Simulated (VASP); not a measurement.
# BeAu2S2 (P4/mmm) in VASP: further runs, part 2 of 2

VASP 6.6.1. The steps go on from the part before.

**4. Single point, PBE, collinear spin**

This run uses another cell than the first one, of 20.36 Å³/atom.

INCAR reads:

```
SYSTEM = BeAu2S2
ALGO     = Normal         ! electronic algorithm
EDIFF    = 1E-6           ! SCF threshold, eV
ENCUT    = 520            ! plane-wave cutoff, eV
GGA      = PE             ! functional
ISIF     = 2              ! what is computed and relaxed
ISMEAR   = 0              ! smearing method
ISPIN    = 2              ! spin polarisation
LASPH    = .TRUE.         ! aspherical terms in the spheres
LCHARG   = .FALSE.        ! write CHGCAR
LMAXMIX  = 4              ! l up to which the mixer works
LORBIT   = 11             ! projections on sites
LREAL    = .FALSE.        ! projectors in reciprocal space
LWAVE    = .FALSE.        ! write WAVECAR
MAGMOM   = 0 0 0 1 1      ! initial moments
NBANDS   = 30             ! bands
NELM     = 150            ! most SCF steps
PREC     = Accurate       ! precision mode
SIGMA    = 0.1            ! smearing width, eV
```

KPOINTS reads:

```
k-points
0
G
  6 6 4
  0 0 0
```

POSCAR reads:

```
BeAu2S2
1.0
    3.7302849300      0.0000000000      0.0000000000
    0.0000000000      3.7302849300      0.0000000000
    0.0000000000      0.0000000000      7.3148933900
Be S Au
1 2 2
Direct
    0.0000000000      0.0000000000      0.5000000000
    0.0000000000      0.0000000000      0.7502646400
    0.0000000000      0.0000000000      0.2497353600
    0.5000000000      0.0000000000      0.0000000000
    0.0000000000      0.5000000000      0.0000000000
```

Potentials or basis: VASP PAW PBE potentials, release 64 (Be, S, Au).

Run with:

```bash
$ cat potpaw_PBE.64/Be/POTCAR potpaw_PBE.64/S/POTCAR potpaw_PBE.64/Au/POTCAR > POTCAR
$ mpirun -np 1 vasp_std > vasp.out
```

OUTCAR:

```text
SYSTEM = BeAu2S2
   EDIFF = 1E-6
   ENCUT = 520
   GGA = PE
   ISIF = 2
   ISMEAR = 0
   ISPIN = 2
   LASPH = .TRUE.
   LORBIT = 11
   LREAL = .FALSE.
   NELM = 150
   PREC = Accurate

 ion  position               nearest neighbor table
   1  0.000  0.000  0.500-   2 1.83   3 1.83
   2  0.000  0.000  0.750-   1 1.83   4 2.61   5 2.61   5 2.61   4 2.61
   3  0.000  0.000  0.250-   1 1.83   4 2.61   5 2.61   5 2.61   4 2.61
   4  0.500  0.000  0.000-   2 2.61   3 2.61   2 2.61   3 2.61   5 2.64   5 2.64   5 2.64   5 2.64

   5  0.000  0.500  0.000-   2 2.61   3 2.61   2 2.61   3 2.61   4 2.64   4 2.64   4 2.64   4 2.64

  LATTYP: Found a simple tetragonal cell.
 ALAT       =     3.7302849300
 C/A-ratio  =     1.9609476293

  Lattice vectors:

 A1 = (   3.7302849300,   0.0000000000,   0.0000000000)
 A2 = (   0.0000000000,   3.7302849300,   0.0000000000)
 A3 = (   0.0000000000,   0.0000000000,   7.3148933900)

Analysis of symmetry for initial positions (statically):
=====================================================================
 Subroutine PRICEL returns:
 Original cell was already a primitive cell.

 Routine SETGRP: Setting up the symmetry group for a
 simple tetragonal supercell.

 Subroutine GETGRP returns: Found 16 space group operations
 (whereof 16 operations were pure point group operations)
 out of a pool of 16 trial point group operations.

The static configuration has the point symmetry D_4h.

Analysis of symmetry for dynamics (positions and initial velocities):
=====================================================================
 Subroutine PRICEL returns:
 Original cell was already a primitive cell.

 Routine SETGRP: Setting up the symmetry group for a
 simple tetragonal supercell.

 Subroutine GETGRP returns: Found 16 space group operations
 (whereof 16 operations were pure point group operations)
 out of a pool of 16 trial point group operations.

The dynamic configuration has the point symmetry D_4h.

Analysis of structural, dynamic, and magnetic symmetry:
=====================================================================
[... 177 lines left out ...]
  band No.  band energies     occupation
      1      -9.4423      1.00000
      2      -8.5453      1.00000
      3      -3.9474      1.00000
      4      -2.2392      1.00000
      5      -2.1842      1.00000
      6      -1.2379      1.00000
[... 781 lines left out ...]
     29      14.4633      0.00000
     30      14.5227      0.00000

 [... further k-points ...]

 spin component 2

 k-point     1 :       0.0000    0.0000    0.0000
  band No.  band energies     occupation
      1      -9.4423      1.00000
      2      -8.5453      1.00000
      3      -3.9475      1.00000
      4      -2.2393      1.00000
      5      -2.1842      1.00000
      6      -1.2379      1.00000
[... 781 lines left out ...]
     29      14.4632      0.00000
     30      14.5227      0.00000

 [... further k-points ...]

------------------------ aborting loop because EDIFF is reached ----------------------------------------

  FORCE on cell =-STRESS in cart. coord.  units (eV):
  Direction    XX          YY          ZZ          XY          YZ          ZX
  --------------------------------------------------------------------------------------
  -------------------------------------------------------------------------------------
  Total       10.4428626     10.4428626      5.7841263      0.0000000     -0.0000000      0.0000000
  in kB      164.3758968    164.3758968     91.0450494      0.0000000     -0.0000000      0.0000000
  external PRESSURE =     139.9322810 kB  Pullay stress =       0.0000000 kB

 VOLUME and BASIS-vectors are now :
 -----------------------------------------------------------------------------
  energy-cutoff  :      520.00
  volume of cell :      101.79
      direct lattice vectors                 reciprocal lattice vectors
     3.730284930  0.000000000  0.000000000     0.268076037  0.000000000  0.000000000
     0.000000000  3.730284930  0.000000000     0.000000000  0.268076037  0.000000000
     0.000000000  0.000000000  7.314893390     0.000000000  0.000000000  0.136707392

 POSITION                                       TOTAL-FORCE (eV/Angst)
 -----------------------------------------------------------------------------------
      0.00000      0.00000      3.65745         0.000000      0.000000      0.000000
      0.00000      0.00000      5.48811        -0.000000      0.000000      0.291556
      0.00000      0.00000      1.82679         0.000000      0.000000     -0.291556
      1.86514      0.00000      0.00000         0.000000      0.000000      0.000000
      0.00000      1.86514      0.00000         0.000000      0.000000      0.000000
 -----------------------------------------------------------------------------------
    total drift:                                0.000000      0.000000     -0.000000

  FREE ENERGIE OF THE ION-ELECTRON SYSTEM (eV)
  ---------------------------------------------------
  free  energy   TOTEN  =       -16.4034027004 eV

  energy  without entropy=      -16.3952227838  energy(sigma->0) =      -16.39931274

 total charge

# of ion       s       p       d       tot
------------------------------------------
    1        0.466   0.712   0.000   1.178
    2        1.328   2.404   0.000   3.732
    3        1.328   2.404   0.000   3.732
    4        0.526   0.394   8.859   9.779
    5        0.526   0.394   8.859   9.779
--------------------------------------------------
tot          4.176   6.308  17.717  28.201

 magnetization (x)

# of ion       s       p       d       tot
------------------------------------------
    1       -0.000  -0.000   0.000  -0.000
    2        0.000   0.000   0.000   0.000
    3        0.000   0.000   0.000   0.000
    4       -0.000  -0.000   0.000  -0.000
    5       -0.000  -0.000   0.000  -0.000
--------------------------------------------------
tot         -0.000  -0.000   0.000  -0.000
```

OSZICAR:

```text
N       E                     dE             d eps       ncg     rms          rms(c)
DAV:   1     0.195216591420E+03    0.19522E+03   -0.16577E+04  3600   0.108E+03
DAV:   2    -0.820696635467E+01   -0.20342E+03   -0.19213E+03  4100   0.231E+02
DAV:   3    -0.184125811934E+02   -0.10206E+02   -0.10060E+02  4494   0.514E+01
DAV:   4    -0.185551844707E+02   -0.14260E+00   -0.14245E+00  4206   0.652E+00
DAV:   5    -0.185579880315E+02   -0.28036E-02   -0.28033E-02  4558   0.937E-01    0.208E+01
DAV:   6    -0.165297336667E+02    0.20283E+01   -0.92435E+00  3710   0.243E+01    0.195E+01
DAV:   7    -0.164220745115E+02    0.10766E+00   -0.14892E+00  3870   0.702E+00    0.111E+01
DAV:   8    -0.164128547885E+02    0.92197E-02   -0.26170E-01  4026   0.370E+00    0.173E+00
DAV:   9    -0.164023588641E+02    0.10496E-01   -0.43359E-02  4210   0.167E+00    0.713E-01
DAV:  10    -0.164022524879E+02    0.10638E-03   -0.44142E-03  4202   0.390E-01    0.399E-01
DAV:  11    -0.164030716252E+02   -0.81914E-03   -0.88420E-04  3968   0.146E-01    0.163E-01
DAV:  12    -0.164032753596E+02   -0.20373E-03   -0.19194E-04  4118   0.874E-02    0.788E-02
DAV:  13    -0.164033533123E+02   -0.77953E-04   -0.79060E-05  4008   0.422E-02    0.182E-02
DAV:  14    -0.164033879700E+02   -0.34658E-04   -0.20774E-05  4026   0.185E-02    0.121E-02
DAV:  15    -0.164033999175E+02   -0.11947E-04   -0.94292E-06  3996   0.116E-02    0.729E-03
DAV:  16    -0.164034022538E+02   -0.23362E-05   -0.20456E-06  3712   0.551E-03    0.235E-03
DAV:  17    -0.164034027004E+02   -0.44660E-06   -0.30906E-07  3114   0.215E-03
   1 F= -.16403403E+02 E0= -.16399313E+02  d E =-.817992E-02  mag=    -0.0000
```

It took 68 s on 1 thread of Intel Xeon 6975P-C (Granite Rapids), shared host; peak memory 0.31 GiB.

Results:

```
Free energy                                           : -16.4034 eV
Pressure                                              : 14.0 GPa
Largest force                                         : 0.292 eV/Å
Band gap on the k mesh                                : zero (filled and empty bands overlap)
Net moment                                            : 0.00 μB per cell
Valence electrons inside the program's atomic spheres : Be 1.18; S 3.73; Au 9.78
```

Forces in eV/Å, atoms in the order of the input:
```
Be   0.000  0.000  0.000
S    0.000  0.000  0.292
S    0.000  0.000 -0.292
Au   0.000  0.000  0.000
Au   0.000  0.000  0.000
```

Stress tensor (GPa, compression positive):
```
16.44  0.00  0.00
 0.00 16.44  0.00
 0.00  0.00  9.10
```

Levels at points of the mesh, in eV from the Fermi level:
Spin up:
| k point | band 14 | band 15 | band 16 | band 17 | band 18 | band 19 | band 20 | band 21 | band 22 | band 23 |
| --- | --- | --- | --- | --- | --- | --- | --- | --- | --- | --- |
| (0.00, 0.00, 0.00) | -2.61 | -2.01 | -0.54 | 0.16 | 0.16 | 0.16 | 3.88 | 3.88 | 4.00 | 5.04 |
| (0.50, 0.00, 0.00) | -3.39 | -2.56 | -1.69 | -1.24 | -0.70 | 0.28 | 1.13 | 4.89 | 5.30 | 6.40 |
| (0.50, 0.50, 0.00) | -2.88 | -2.51 | -1.25 | -1.25 | -0.25 | -0.02 | 2.15 | 2.15 | 3.71 | 5.58 |
| (0.00, 0.00, 0.50) | -2.26 | -2.01 | -0.59 | -0.59 | -0.54 | 1.48 | 2.69 | 5.37 | 5.74 | 5.96 |
| (0.50, 0.00, 0.50) | -3.33 | -3.10 | -1.60 | -1.25 | -0.41 | 1.29 | 1.96 | 2.29 | 5.07 | 6.35 |
| (0.50, 0.50, 0.50) | -2.88 | -2.51 | -0.63 | -0.53 | -0.53 | 0.02 | 2.67 | 2.67 | 4.00 | 4.00 |
Spin down:
| k point | band 16 | band 17 | band 18 | band 19 | band 20 | band 21 |
| --- | --- | --- | --- | --- | --- | --- |
| (0.00, 0.00, 0.00) | -0.54 | 0.16 | 0.16 | 0.16 | 3.88 | 3.88 |
| (0.50, 0.00, 0.00) | -1.69 | -1.24 | -0.70 | 0.28 | 1.13 | 4.89 |
| (0.50, 0.50, 0.00) | -1.25 | -1.25 | -0.25 | -0.02 | 2.15 | 2.15 |
| (0.00, 0.00, 0.50) | -0.59 | -0.59 | -0.54 | 1.48 | 2.69 | 5.37 |
| (0.50, 0.00, 0.50) | -1.60 | -1.25 | -0.41 | 1.29 | 1.96 | 2.29 |
| (0.50, 0.50, 0.50) | -0.63 | -0.53 | -0.53 | 0.02 | 2.67 | 2.67 |

Caveat: the cell stands under pressure; spin-orbit coupling is left out, which moves the levels of the heavy elements.

**5. The runs side by side**

```tsv
task	spin	cell	k mesh	cutoff (eV)	gap on the mesh (eV)	pressure (GPa)	moment (μB)	largest force (eV/Å)
single point	collinear	a = 4.194, b = 4.194, c = 7.088 Å, 5 atoms, atomic positions A	4 × 4 × 4	520	none	0.2	0.00	0.03
relaxation of cell and atoms	off	relaxed from a = 3.730, b = 3.730, c = 7.315 Å, 5 atoms, atomic positions B	6 × 6 × 4	600	none	-0.1	-	0.01
single point	collinear	a = 3.730, b = 3.730, c = 7.315 Å, 5 atoms, atomic positions B	6 × 6 × 4	520	none	14.0	0.00	0.29
```

Alike in all rows: level PBE; potentials or basis VASP PAW PBE potentials, release 64 (Be, S, Au); smearing gaussian 0.1 eV.

Caveats: some runs use coarse meshes; spin-orbit coupling is left out, which moves the levels of the heavy elements; the volume moved by over 15 % at a fixed basis, so the end points are rough (at least some runs); the cell stands under pressure (at least some runs).

Total energies depend on the potentials used, so only differences within one code and one set of settings carry meaning.
